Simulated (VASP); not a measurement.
Write the native input for VASP 6.6.1 that does the following.

```yaml
Task: single point
Functional: r2SCAN
Potentials_or_basis: VASP PAW PBE potentials, release 64 (Zr_sv)
Cutoff: 520 eV
k_mesh: 3 × 3 × 3
Occupations: gaussian, width 0.1 eV
Spin: no spin polarisation
Dipole_correction: no
Further_INCAR_settings: ALGO = Normal; EDIFF = 1e-07; NBANDS = 84
```

The system is Zr.

```
Zr
1.0
     3.70369    2.13833    6.31628
    -3.70369    2.13833    6.31628
     0.00000   -4.27665    6.31628
Zr
12
Direct
  0.01019 0.65361 0.01019
  0.01019 0.01019 0.65361
  0.65361 0.01019 0.01019
  0.98981 0.34639 0.98981
  0.34639 0.98981 0.98981
  0.98981 0.98981 0.34639
  0.22118 0.63060 0.22118
  0.22118 0.22118 0.63060
  0.63060 0.22118 0.22118
  0.77882 0.36940 0.77882
  0.36940 0.77882 0.77882
  0.77882 0.77882 0.36940
```

These files were run (other wordings do the same):

POSCAR

```
Zr
1.0
    3.7036900547      2.1383264501      6.3162810264
   -3.7036900547      2.1383264501      6.3162810264
    0.0000000000     -4.2766529000      6.3162810264
Zr
12
Direct
    0.0101900000      0.6536100000      0.0101900000
    0.0101900000      0.0101900000      0.6536100000
    0.6536100000      0.0101900000      0.0101900000
    0.9898100000      0.3463900000      0.9898100000
    0.3463900000      0.9898100000      0.9898100000
    0.9898100000      0.9898100000      0.3463900000
    0.2211800000      0.6306000000      0.2211800000
    0.2211800000      0.2211800000      0.6306000000
    0.6306000000      0.2211800000      0.2211800000
    0.7788200000      0.3694000000      0.7788200000
    0.3694000000      0.7788200000      0.7788200000
    0.7788200000      0.7788200000      0.3694000000
```

INCAR.step1

```
SYSTEM = Zr
PREC = Accurate
ENCUT = 520
ISMEAR = 0
SIGMA = 0.1
LREAL = .False.
LASPH = .True.
NELM = 60
NBANDS = 84
GGA = PE
ALGO = Normal
EDIFF = 1E-4
LWAVE = .True.
LCHARG = .False.
```

INCAR.step2

```
SYSTEM = Zr
PREC = Accurate
ENCUT = 520
EDIFF = 1E-7
ISMEAR = 0
SIGMA = 0.1
LREAL = .False.
LASPH = .True.
NELM = 60
ALGO = Normal
ISIF = 2
LWAVE = .False.
LCHARG = .False.
METAGGA = R2SCAN
LMIXTAU = .True.
NBANDS = 84
ISTART = 1
```

KPOINTS

```
regular mesh
0
Gamma
  3 3 3
  0 0 0
```

Potentials or basis: VASP PAW PBE potentials, release 64 (Zr_sv).

Run with:

```bash
$ cat potpaw_PBE.64/Zr_sv/POTCAR > POTCAR
$ cp INCAR.step1 INCAR
$ mpirun -np 1 vasp_std > vasp.out
$ cp INCAR.step2 INCAR
$ mpirun -np 1 vasp_std > vasp.out
```

Results of the run:

```yaml
Pressure: 18.6 GPa
Largest_force: 2.663 eV/Å
Band_gap_on_the_k_mesh: zero (bands 72 and 73 overlap by 0.27 eV)
```

Caveat: the cell stands under pressure; the PAW data sets were made with another functional, which shifts forces and pressure a little.

It took 43 min on 1 thread of Intel(R) Xeon(R) Platinum 8375C CPU @ 2.90GHz (Ice Lake), on a shared host, peak memory 0.57 GiB.
